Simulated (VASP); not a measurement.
Here is a VASP 6.6.1 calculation.

The input INCAR:

```
SYSTEM = Si2Sn
ALGO = Normal
EDIFF = 1E-6
ENCUT = 520
GGA = PE
ISIF = 2
ISMEAR = 0
LASPH = .True.
LCHARG = .True.
LELF = .True.
LREAL = .False.
LVHAR = .True.
LWAVE = .False.
NBANDS = 31
NELM = 60
PREC = Accurate
SIGMA = 0.1
```

The input KPOINTS:

```
k-points
0
Gamma
  6 6 4
  0 0 0
```

Contents of POSCAR:

```
Si2Sn
1.0
    5.2446135200      0.0000000000      0.0000000000
   -2.6223067600      4.5419685400      0.0000000000
    0.0000000000      0.0000000000      4.9086043300
Si Sn
4 2
Direct
    0.0000000000      0.0000000000      0.5000000000
    0.3333333300      0.3333333300      0.0000000000
    0.0000000000      0.6666666700      0.0000000000
    0.6666666700      0.0000000000      0.0000000000
    0.6666666700      0.3333333300      0.5000000000
    0.3333333300      0.6666666700      0.5000000000
```

Potentials or basis: VASP PAW PBE potentials, release 64 (Si, Sn_d).

Command:

```console
$ cat potpaw_PBE.64/Si/POTCAR potpaw_PBE.64/Sn_d/POTCAR > POTCAR
$ mpirun -np 1 vasp_std > vasp.out
```

Task: Estimate the largest force.

Result: 0.469 eV/Å.

Task: Estimate the band gap on the k mesh.

Result: Zero (bands 22 and 23 overlap by 3.73 eV).

Forces in eV/Å, atoms in the order of the input:
```
Si   0.000  0.000  0.000
Si  -0.234 -0.406  0.000
Si  -0.234  0.406  0.000
Si   0.469  0.000  0.000
Sn   0.000  0.000  0.000
Sn   0.000  0.000  0.000
```

Caveat: spin-orbit coupling is left out, which moves the levels of the heavy elements.
